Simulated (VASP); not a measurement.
# SnO2 (I4_1/amd) in VASP: a series of runs, part 2 of 2

VASP 6.6.1. The steps go on from the part before.

## Step 4: Single point, PBEsol

This run uses another cell than the first one, of 13.12 Å³/atom.

INCAR

```
PREC     = Accurate       # precision mode
ENCUT    = 520            # plane-wave cutoff, eV
EDIFF    = 1E-6           # SCF threshold, eV
ISMEAR   = 0              # smearing method
SIGMA    = 0.01           # smearing width, eV
LREAL    = F              # projectors in reciprocal space
LASPH    = T              # aspherical terms in the spheres
NELM     = 100            # most SCF steps
ALGO     = Normal         # electronic algorithm
ISIF     = 2              # what is computed and relaxed
LWAVE    = F              # write WAVECAR
LCHARG   = F              # write CHGCAR
GGA      = PS             # functional
NBANDS   = 35             # bands
```

KPOINTS

```
regular mesh
0
Gamma
  8 8 8
```

POSCAR

```
SnO2
1.0
   -1.9730377269      1.9730377269      5.0544316059
    1.9730377269     -1.9730377269      5.0544316059
    1.9730377269      1.9730377269     -5.0544316059
Sn O
2 4
Direct
    0.7500000000      0.2500000000      0.5000000000
    0.0000000000      0.0000000000      0.0000000000
    0.7965230000      0.7965230000      0.0000000000
    0.9534770000      0.4534770000      0.5000000000
    0.2034770000      0.2034770000      0.0000000000
    0.5465230000      0.0465230000      0.5000000000
```

Potentials or basis: VASP PAW PBE potentials, release 64 (Sn_d, O).

Started as:

```bash
$ cat potpaw_PBE.64/Sn_d/POTCAR potpaw_PBE.64/O/POTCAR > POTCAR
$ mpirun -np 1 vasp_std > vasp.out
```

OUTCAR:

```text
PREC = Accurate
   ENCUT = 520
   EDIFF = 1E-6
   ISMEAR = 0
   LREAL = F
   LASPH = T
   NELM = 100
   ISIF = 2
   GGA = PS

 ion  position               nearest neighbor table
   1  0.750  0.250  0.500-   3 2.03   5 2.03   3 2.03   5 2.03   4 2.06   6 2.06   2 3.21   2 3.21
                             2 3.21   2 3.21
   2  0.000  0.000  0.000-   6 2.03   4 2.03   6 2.03   4 2.03   3 2.06   5 2.06   1 3.21   1 3.21
                             1 3.21   1 3.21
   3  0.797  0.797  0.000-   1 2.03   1 2.03   2 2.06
   4  0.953  0.453  0.500-   2 2.03   2 2.03   1 2.06
   5  0.203  0.203  0.000-   1 2.03   1 2.03   2 2.06
   6  0.547  0.047  0.500-   2 2.03   2 2.03   1 2.06

  LATTYP: Found a body centered tetragonal cell.
 ALAT       =     3.9460754538
 C/A-ratio  =     2.5617511196

  Lattice vectors:

 A1 = (  -1.9730377269,   1.9730377269,   5.0544316059)
 A2 = (   1.9730377269,  -1.9730377269,   5.0544316059)
 A3 = (   1.9730377269,   1.9730377269,  -5.0544316059)

Analysis of symmetry for initial positions (statically):
=====================================================================
[... 187 lines left out ...]
 fundamental gap:      1.9899171544
 Fermi energy:         4.3981510010

 k-point     1 :       0.0000    0.0000    0.0000
  band No.  band energies     occupation
      1     -16.0168      2.00000
      2     -16.0055      2.00000
      3     -15.8349      2.00000
      4     -15.1885      2.00000
      5     -15.0423      2.00000
      6     -15.0423      2.00000
[... 901 lines left out ...]
     34      15.8261      0.00000
     35      17.4724      0.00000

 [... further k-points ...]

------------------------ aborting loop because EDIFF is reached ----------------------------------------

  FORCE on cell =-STRESS in cart. coord.  units (eV):
  Direction    XX          YY          ZZ          XY          YZ          ZX
  --------------------------------------------------------------------------------------
  -------------------------------------------------------------------------------------
  Total        4.4898300      4.4898300      4.7554621      0.0000000      0.0000000      0.0000000
  in kB       91.3981458     91.3981458     96.8055407      0.0000000      0.0000000      0.0000000
  external PRESSURE =      93.2006107 kB  Pullay stress =       0.0000000 kB

 VOLUME and BASIS-vectors are now :
 -----------------------------------------------------------------------------
  energy-cutoff  :      520.00
  volume of cell :       78.71
      direct lattice vectors                 reciprocal lattice vectors
    -1.973037727  1.973037727  5.054431606     0.000000000  0.253416340  0.098923091
     1.973037727 -1.973037727  5.054431606     0.253416340  0.000000000  0.098923091
     1.973037727  1.973037727 -5.054431606     0.253416340  0.253416340  0.000000000

 POSITION                                       TOTAL-FORCE (eV/Angst)
 -----------------------------------------------------------------------------------
     -0.00000      1.97304      2.52722        -0.000000     -0.000000      0.000000
      0.00000      0.00000      0.00000        -0.000000     -0.000000      0.000000
      0.00000      0.00000      8.05194        -0.000000      0.000000     -0.206245
      0.00000      1.97304      4.58414         0.000000     -0.000000      0.206245
      0.00000      0.00000      2.05692        -0.000000      0.000000      0.206245
     -0.00000      1.97304      0.47029         0.000000     -0.000000     -0.206245
 -----------------------------------------------------------------------------------
    total drift:                                0.000000     -0.000000      0.000000

  FREE ENERGIE OF THE ION-ELECTRON SYSTEM (eV)
  ---------------------------------------------------
  free  energy   TOTEN  =       -39.1092469804 eV

  energy  without entropy=      -39.1092469804  energy(sigma->0) =      -39.10924698
```

stdout:

```text
POSCAR found type information on POSCAR SnO
 POSCAR found :  2 types and       6 ions
 scaLAPACK will be used
 -----------------------------------------------------------------------------
|                                                                             |
|                                                                             |
|     You enforced a specific xc type in the INCAR file but a different       |
|     I HOPE YOU KNOW WHAT YOU ARE DOING!                                     |
|                                                                             |
 -----------------------------------------------------------------------------

 LDA part: xc-table for (Slater+PW92), standard interpolation
 POSCAR, INCAR and KPOINTS ok, starting setup
 FFT: planning ... GRIDC
 FFT: planning ... GRID_SOFT
 FFT: planning ... GRID
 WAVECAR not read
 entering main loop
```

Wall time 5 min (1 thread of Intel Xeon 6975P-C (Granite Rapids), shared host); peak memory 0.38 GiB.

Results:

- Free energy: -39.1092 eV
- Pressure: 9.3 GPa
- Largest force: 0.206 eV/Å
- Band gap on the k mesh: 1.99 eV (least direct gap 2.42 eV)

Forces in eV/Å, atoms in the order of the input:
```
Sn   0.000  0.000  0.000
Sn   0.000  0.000  0.000
O    0.000  0.000 -0.206
O    0.000  0.000  0.206
O    0.000  0.000  0.206
O    0.000  0.000 -0.206
```

Levels at points of the mesh, in eV from the valence-band top:
| k point | band 23 | band 24 | band 25 | band 26 | band 27 | band 28 | band 29 | band 30 |
| --- | --- | --- | --- | --- | --- | --- | --- | --- |
| (0.00, 0.00, 0.00) | -0.69 | -0.69 | -0.43 | -0.43 | 1.99 | 5.97 | 9.41 | 9.97 |
| (0.50, 0.00, 0.00) | -0.82 | -0.80 | -0.60 | -0.36 | 5.36 | 6.60 | 8.10 | 8.83 |
| (0.50, 0.50, 0.00) | -0.80 | -0.80 | -0.05 | -0.05 | 7.77 | 7.77 | 7.85 | 7.85 |
| (0.50, 0.50, 0.50) | -1.07 | -1.07 | -0.31 | -0.31 | 4.66 | 4.66 | 7.68 | 7.68 |

Caveat: the cell stands under pressure; the PAW data sets were made with another functional, which shifts forces and pressure a little; spin-orbit coupling is left out, which moves the levels of the heavy elements.

## Step 5: Single point, PBEsol

This run uses another cell than the first one, of 14.21 Å³/atom.

INCAR

```
  PREC = Accurate
  ENCUT = 520
  EDIFF = 1E-6
  ISMEAR = 0
  SIGMA = 0.01
  LREAL = F
  LASPH = T
  NELM = 100
  ALGO = Normal
  ISIF = 2
  LWAVE = F
  LCHARG = F
  GGA = PS
  NBANDS = 35
```

KPOINTS

```
Automatic mesh
0
Gamma
  8 8 8
```

Changes to POSCAR since step 4:

```diff
@@ -2,5 +2,5 @@
 1.0
-   -1.9730377269      1.9730377269      5.0544316059
-    1.9730377269     -1.9730377269      5.0544316059
-    1.9730377269      1.9730377269     -5.0544316059
+   -2.0263887156      2.0263887156      5.1911035610
+    2.0263887156     -2.0263887156      5.1911035610
+    2.0263887156      2.0263887156     -5.1911035610
 Sn O
```

Potentials or basis: VASP PAW PBE potentials, release 64 (Sn_d, O).

Started as:

```bash
$ cat potpaw_PBE.64/Sn_d/POTCAR potpaw_PBE.64/O/POTCAR > POTCAR
$ mpirun -np 1 vasp_std > vasp.out
```

OUTCAR:

```text
PREC = Accurate
   ENCUT = 520
   EDIFF = 1E-6
   ISMEAR = 0
   LREAL = F
   LASPH = T
   NELM = 100
   ISIF = 2
   GGA = PS

 ion  position               nearest neighbor table
   1  0.750  0.250  0.500-   3 2.08   5 2.08   3 2.08   5 2.08   4 2.11   6 2.11   2 3.29   2 3.29
                             2 3.29   2 3.29
   2  0.000  0.000  0.000-   6 2.08   4 2.08   6 2.08   4 2.08   3 2.11   5 2.11   1 3.29   1 3.29
                             1 3.29   1 3.29
   3  0.797  0.797  0.000-   1 2.08   1 2.08   2 2.11
   4  0.953  0.453  0.500-   2 2.08   2 2.08   1 2.11
   5  0.203  0.203  0.000-   1 2.08   1 2.08   2 2.11
   6  0.547  0.047  0.500-   2 2.08   2 2.08   1 2.11

  LATTYP: Found a body centered tetragonal cell.
 ALAT       =     4.0527774312
 C/A-ratio  =     2.5617511196

  Lattice vectors:

 A1 = (  -2.0263887156,   2.0263887156,   5.1911035610)
 A2 = (   2.0263887156,  -2.0263887156,   5.1911035610)
 A3 = (   2.0263887156,   2.0263887156,  -5.1911035610)

Analysis of symmetry for initial positions (statically):
=====================================================================
 Subroutine PRICEL returns:
 Original cell was already a primitive cell.

 Routine SETGRP: Setting up the symmetry group for a
 body centered tetragonal supercell.

 Subroutine GETGRP returns: Found 16 space group operations
 (whereof  8 operations were pure point group operations)
 out of a pool of 16 trial point group operations.

The static configuration has the point symmetry D_2d.
 The point group associated with its full space group is D_4h.

Analysis of symmetry for dynamics (positions and initial velocities):
=====================================================================
 Subroutine PRICEL returns:
 Original cell was already a primitive cell.

[... 136 lines left out ...]
     AMIX_MAG =   1.60;   BMIX_MAG =  1.00
  volume/ion in A,a.u.               =      14.21        95.90
  Fermi-wavevector in a.u.,A,eV,Ry     =   1.388313  2.623532 26.224064  1.927414
  Thomas-Fermi vector in A             =   2.512451
   LORBIT       =      0    0 simple, 1 ext, 2 COOP (PROOUT), +10 PAW based schemes
   GGA     = PS    functional components
   LHFCALC =     F    Hartree Fock is set to
   AEXX    =    0.0000 exact exchange contribution
   IVDW    =     0    specifies the selected vdW correction
   LEPSILON=     F    determine dielectric tensor
   LRPA    =     F    only Hartree local field effects (RPA)
 non-spin polarized calculation
 Gauss-broadening in eV      SIGMA  =   0.01
  energy-cutoff  :      520.00
  volume of cell :       85.26
 maximum number of plane-waves:      2316
 NGX is ok and might be reduce to    48
   NGX = 21   NGY = 21   NGZ = 21

 number of electron      52.0000000 magnetization

 Free energy of the ion-electron system (eV)
  ---------------------------------------------------
  ext. energy  EPLUGINS =         0.00000000
  ---------------------------------------------------
  free energy    TOTEN  =       -39.18067032 eV

  energy without entropy =      -39.18067032  energy(sigma->0) =      -39.18067032

 E-fermi :   3.6155     XC(G=0): -10.3544

 val. band max:        3.5424675914   @ k =  -0.3750   0.3750   0.0000
 cond. band min:       4.7007592988   @ k =   0.0000   0.0000   0.0000
 fundamental gap:      1.1582917074
 Fermi energy:         3.6155179594

 k-point     1 :       0.0000    0.0000    0.0000
  band No.  band energies     occupation
      1     -16.7634      2.00000
      2     -16.7553      2.00000
      3     -16.6423      2.00000
      4     -16.1332      2.00000
      5     -16.0640      2.00000
      6     -16.0640      2.00000
[... 901 lines left out ...]
     34      14.5156      0.00000
     35      15.9344      0.00000

 [... further k-points ...]

------------------------ aborting loop because EDIFF is reached ----------------------------------------

  FORCE on cell =-STRESS in cart. coord.  units (eV):
  Direction    XX          YY          ZZ          XY          YZ          ZX
  --------------------------------------------------------------------------------------
  -------------------------------------------------------------------------------------
  Total       -2.3765462     -2.3765462     -3.4784957      0.0000000     -0.0000000      0.0000000
  in kB      -44.6572163    -44.6572163    -65.3637335      0.0000000     -0.0000000      0.0000000
  external PRESSURE =     -51.5593887 kB  Pullay stress =       0.0000000 kB

 VOLUME and BASIS-vectors are now :
 -----------------------------------------------------------------------------
  energy-cutoff  :      520.00
  volume of cell :       85.26
      direct lattice vectors                 reciprocal lattice vectors
    -2.026388716  2.026388716  5.191103561     0.000000000  0.246744367  0.096318633
     2.026388716 -2.026388716  5.191103561     0.246744367  0.000000000  0.096318633
     2.026388716  2.026388716 -5.191103561     0.246744367  0.246744367  0.000000000

 POSITION                                       TOTAL-FORCE (eV/Angst)
 -----------------------------------------------------------------------------------
     -0.00000      2.02639      2.59555         0.000000      0.000000     -0.000000
      0.00000      0.00000      0.00000         0.000000      0.000000     -0.000000
      0.00000      0.00000      8.26967        -0.000000      0.000000      0.277464
      0.00000      2.02639      4.70809         0.000000     -0.000000     -0.277464
      0.00000      0.00000      2.11254        -0.000000      0.000000     -0.277464
      0.00000      2.02639      0.48301         0.000000     -0.000000      0.277464
 -----------------------------------------------------------------------------------
    total drift:                                0.000000     -0.000000      0.000000

  FREE ENERGIE OF THE ION-ELECTRON SYSTEM (eV)
  ---------------------------------------------------
  free  energy   TOTEN  =       -39.1806703174 eV

  energy  without entropy=      -39.1806703174  energy(sigma->0) =      -39.18067032
```

OSZICAR:

```text
N       E                     dE             d eps       ncg     rms          rms(c)
DAV:   1     0.648178763674E+03    0.64818E+03   -0.25393E+04  4469   0.220E+03
DAV:   2     0.604276713109E+02   -0.58775E+03   -0.55483E+03  4538   0.601E+02
DAV:   3    -0.391546527775E+02   -0.99582E+02   -0.97578E+02  4520   0.209E+02
DAV:   4    -0.446072961889E+02   -0.54526E+01   -0.54117E+01  5122   0.537E+01
DAV:   5    -0.447564005228E+02   -0.14910E+00   -0.14884E+00  5033   0.932E+00    0.147E+01
DAV:   6    -0.391626000634E+02    0.55938E+01   -0.16184E+01  6599   0.648E+01    0.590E+00
DAV:   7    -0.392317618403E+02   -0.69162E-01   -0.19723E+00  4513   0.762E+00    0.316E+00
DAV:   8    -0.391919714832E+02    0.39790E-01   -0.23792E-01  6101   0.404E+00    0.756E-01
DAV:   9    -0.391795197353E+02    0.12452E-01   -0.47249E-02  6628   0.321E+00    0.136E-01
DAV:  10    -0.391806633149E+02   -0.11436E-02   -0.52459E-03  5949   0.815E-01    0.659E-02
DAV:  11    -0.391806586198E+02    0.46951E-05   -0.52725E-04  6603   0.269E-01    0.228E-02
DAV:  12    -0.391806726770E+02   -0.14057E-04   -0.66285E-05  5120   0.508E-02    0.183E-02
DAV:  13    -0.391806699857E+02    0.26913E-05   -0.18807E-05  5588   0.449E-02    0.311E-03
DAV:  14    -0.391806703174E+02   -0.33176E-06   -0.14903E-06  3128   0.872E-03
   1 F= -.39180670E+02 E0= -.39180670E+02  d E =-.317110E-27
```

stdout:

```text
POSCAR found type information on POSCAR SnO
 POSCAR found :  2 types and       6 ions
 scaLAPACK will be used
 -----------------------------------------------------------------------------
|                                                                             |
|                                                                             |
|     You enforced a specific xc type in the INCAR file but a different       |
|     I HOPE YOU KNOW WHAT YOU ARE DOING!                                     |
|                                                                             |
 -----------------------------------------------------------------------------

 LDA part: xc-table for (Slater+PW92), standard interpolation
 POSCAR, INCAR and KPOINTS ok, starting setup
 FFT: planning ... GRIDC
 FFT: planning ... GRID_SOFT
 FFT: planning ... GRID
 WAVECAR not read
 entering main loop
```

Wall time 7.4 min (1 thread of Intel Xeon 6975P-C (Granite Rapids), shared host); peak memory 0.39 GiB.

What came out:

| Property | Result |
| --- | --- |
| Free energy | -39.1807 eV |
| Pressure | -5.2 GPa |
| Largest force | 0.277 eV/Å |
| Band gap on the k mesh | 1.16 eV (least direct gap 1.51 eV) |

Forces in eV/Å, atoms in the order of the input:
```
Sn   0.000  0.000  0.000
Sn   0.000  0.000  0.000
O    0.000  0.000  0.277
O    0.000  0.000 -0.277
O    0.000  0.000 -0.277
O    0.000  0.000  0.277
```

Stress tensor (GPa, compression positive):
```
-4.47  0.00  0.00
 0.00 -4.47  0.00
 0.00  0.00 -6.54
```

Levels at points of the mesh, in eV from the valence-band top:
```csv
k point,band 22,band 23,band 24,band 25,band 26,band 27,band 28,band 29,band 30,band 31
"(0.00, 0.00, 0.00)",-1.05,-0.65,-0.65,-0.35,-0.35,1.16,5.06,9.07,9.33,9.58
"(0.50, 0.00, 0.00)",-1.11,-0.74,-0.72,-0.55,-0.43,4.48,5.73,7.57,8.23,9.69
"(0.50, 0.50, 0.00)",-0.93,-0.84,-0.84,-0.05,-0.05,6.81,6.81,7.29,7.29,8.24
"(0.50, 0.50, 0.50)",-2.72,-0.98,-0.98,-0.26,-0.26,3.77,3.77,7.44,7.44,11.51
```

Caveat: the cell stands under tension; the PAW data sets were made with another functional, which shifts forces and pressure a little; spin-orbit coupling is left out, which moves the levels of the heavy elements.

## Step 6: The runs side by side

| cell | gap on the mesh (eV) | pressure (GPa) | largest force (eV/Å) |
| --- | --- | --- | --- |
| a = 5.608 Å, angles 140.0, 140.0, 57.8°, 6 atoms | 2.97 | 32.2 | 0.88 |
| a = 5.692 Å, angles 140.0, 140.0, 57.8°, 6 atoms | 2.46 | 19.5 | 0.52 |
| a = 5.773 Å, angles 140.0, 140.0, 57.8°, 6 atoms | 1.99 | 9.3 | 0.21 |
| a = 5.930 Å, angles 140.0, 140.0, 57.8°, 6 atoms | 1.16 | -5.2 | 0.28 |

Alike in all rows: task single point; level PBEsol; potentials or basis VASP PAW PBE potentials, release 64 (Sn_d, O); no spin polarisation; k mesh 8 × 8 × 8; cutoff (eV) 520; smearing gaussian 0.01 eV.

Caveats: the PAW data sets were made with another functional, which shifts forces and pressure a little; spin-orbit coupling is left out, which moves the levels of the heavy elements; the cell stands under pressure (at least some runs); the cell stands under tension (at least some runs).

Total energies depend on the potentials used, so only differences within one code and one set of settings carry meaning.
